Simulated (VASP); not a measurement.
Input of a VASP 6.6.1 run:

The input INCAR:

```
SYSTEM = Al3Co2Ru
PREC = Accurate
ENCUT = 600
EDIFF = 1E-7
ISMEAR = 0
SIGMA = 0.1
LREAL = .False.
LASPH = .True.
NELM = 60
ALGO = Fast
ISIF = 4
LWAVE = .False.
LCHARG = .False.
GGA = PE
IBRION = 2
NSW = 50
EDIFFG = -0.01
```

KPOINTS

```
Automatic mesh
0
Gamma
  12 12 8
  0 0 0
```

Contents of POSCAR:

```
Al3Co2Ru
1.0
    4.1506367582      0.0000000000      0.0000000000
   -2.0753183791      3.5945568745      0.0000000000
    0.0000000000      0.0000000000      5.0961129910
Al Co Ru
3 2 1
Direct
    0.3333333333      0.6666666667      0.3253947196
    0.6666666667      0.3333333333      0.6746052804
    0.0000000000      0.0000000000      0.0000000000
    0.3333333333      0.6666666667      0.8367133063
    0.6666666667      0.3333333333      0.1632866937
    0.0000000000      0.0000000000      0.5000000000
```

Potentials or basis: VASP PAW PBE potentials, release 64 (Al, Co, Ru_pv).

The run is started by

```bash
$ cat potpaw_PBE.64/Al/POTCAR potpaw_PBE.64/Co/POTCAR potpaw_PBE.64/Ru_pv/POTCAR > POTCAR
$ mpirun -np 1 vasp_std > vasp.out
```

Q: Estimate the band gap on the k mesh.

A: Zero (an odd number of electrons rules out a gap without spin polarisation).

Final structure:
```cif
data_structure
_symmetry_space_group_name_H-M 'P 1'
_symmetry_Int_Tables_number 1
_cell_length_a 4.1509
_cell_length_b 4.1509
_cell_length_c 5.0954
_cell_angle_alpha 90.000
_cell_angle_beta 90.000
_cell_angle_gamma 120.000
_cell_volume 76.03
loop_
_atom_site_label
_atom_site_type_symbol
_atom_site_fract_x
_atom_site_fract_y
_atom_site_fract_z
_atom_site_occupancy
Al1 Al 0.33333 0.66667 0.32575 1
Al2 Al 0.66667 0.33333 0.67425 1
Al3 Al 0.00000 0.00000 0.00000 1
Co1 Co 0.33333 0.66667 0.83648 1
Co2 Co 0.66667 0.33333 0.16352 1
Ru1 Ru 0.00000 0.00000 0.50000 1
```

Caveat: the run has no spin polarisation, though such a crystal can be magnetic. Spin polarisation is off, so any magnetic state and its effect on volume and gap are missing.
